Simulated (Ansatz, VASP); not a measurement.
## Two plane-wave programs on GaSb

The input POSCAR:

```
GaSb
1.0
    0.0000000000      3.0658787979      3.0658787979
    3.0658787979      0.0000000000      3.0658787979
    3.0658787979      3.0658787979      0.0000000000
Ga Sb
1 1
Direct
    0.0000000000      0.0000000000      0.0000000000
    0.2500000000      0.2500000000      0.2500000000
```

INCAR.step1

```
SYSTEM = GaSb
PREC     = Accurate       ! precision mode
ENCUT    = 520            ! plane-wave cutoff, eV
ISMEAR   = -1             ! smearing method
SIGMA    = 0.02           ! smearing width, eV
LREAL    = .FALSE.        ! projectors in reciprocal space
LASPH    = .TRUE.         ! aspherical terms in the spheres
NELM     = 150            ! most SCF steps
MAGMOM   = 0 0 0 0 0 0    ! initial moments
LSORBIT  = .TRUE.         ! spin-orbit coupling
GGA_COMPAT= .FALSE.      
NBANDS   = 30             ! bands
GGA      = PE             ! functional
ALGO     = Normal         ! electronic algorithm
EDIFF    = 1E-4           ! SCF threshold, eV
LWAVE    = .TRUE.         ! write WAVECAR
LCHARG   = .FALSE.        ! write CHGCAR
```

INCAR.step2

```
SYSTEM = GaSb
PREC     = Accurate       ! precision mode
ENCUT    = 520            ! plane-wave cutoff, eV
EDIFF    = 1E-6           ! SCF threshold, eV
ISMEAR   = -1             ! smearing method
SIGMA    = 0.02           ! smearing width, eV
LREAL    = .FALSE.        ! projectors in reciprocal space
LASPH    = .TRUE.         ! aspherical terms in the spheres
NELM     = 150            ! most SCF steps
ALGO     = Normal         ! electronic algorithm
ISIF     = 2              ! what is computed and relaxed
LWAVE    = .FALSE.        ! write WAVECAR
LCHARG   = .FALSE.        ! write CHGCAR
MAGMOM   = 0 0 0 0 0 0    ! initial moments
LORBIT   = 11             ! projections on sites
LSORBIT  = .TRUE.         ! spin-orbit coupling
GGA_COMPAT= .FALSE.      
LORBMOM  = .TRUE.       
METAGGA  = R2SCAN         ! meta-GGA
LMIXTAU  = .TRUE.       
NBANDS   = 30             ! bands
ISTART   = 1
```

Contents of KPOINTS:

```
regular mesh
0
G
  8 8 8
  0 0 0
```

Input for Ansatz:

```yaml
crystal:
  lattice:
    - [0.0, 3.0658787979, 3.0658787979]
    - [3.0658787979, 0.0, 3.0658787979]
    - [3.0658787979, 3.0658787979, 0.0]
  atoms:
    - { symbol: Ga, position: [0.0, 0.0, 0.0] }
    - { symbol: Sb, position: [0.25, 0.25, 0.25] }
kpoints:
  mp_grid: { grid: [8, 8, 8] }
  band_path:
    path:
      - [0.0, 0.0, 0.0]
      - [-0.5, -0.5, 0.0]
      - [-0.375, -0.375, 0.25]
      - [-0.375, 0.0, 0.375]
      - [0.0, 0.0, 0.5]
      - [-0.5, -0.25, 0.25]
    npoints: 1
hamiltonian:
  xc: r2scan
scf:
  occupations: { method: fermi_dirac, width: 0.02 }
  n_extra_bands: 8
magnetization:
  noncollinear: true
  spin_orbit: true
output:
  forces: true
  stress: true
  eigenvalues: true
```

Alike in both runs: task single point; functional r2SCAN; k mesh 8 × 8 × 8; occupations fermi-dirac, width 0.02 eV; non-collinear spin, spin-orbit coupling.

|  | VASP | Ansatz |
| --- | --- | --- |
| version | VASP 6.6.1 | Ansatz 0.2.0 |
| potentials or method | VASP PAW PBE potentials, release 64 (Ga_d, Sb) | plane waves, PAW |
| plane-wave cutoff (eV) | 520 | 500 |
| valence electrons in the cell | 18 | 28 |

|  | VASP | Ansatz | Ansatz less VASP |
| --- | --- | --- | --- |
| pressure (GPa) | 0.1 | 0.0 | -0.11 |
| net moment per atom (μB) | 0.00 | 0.00 | 0.000 |

VASP's potentials were made for PBE, not for r2SCAN. With one functional, cell and mesh, what is left measures potentials, basis and numerics. VASP's potentials hold 18 valence electrons a cell and Ansatz's 28, so a difference there can come from the potentials and not from the codes.
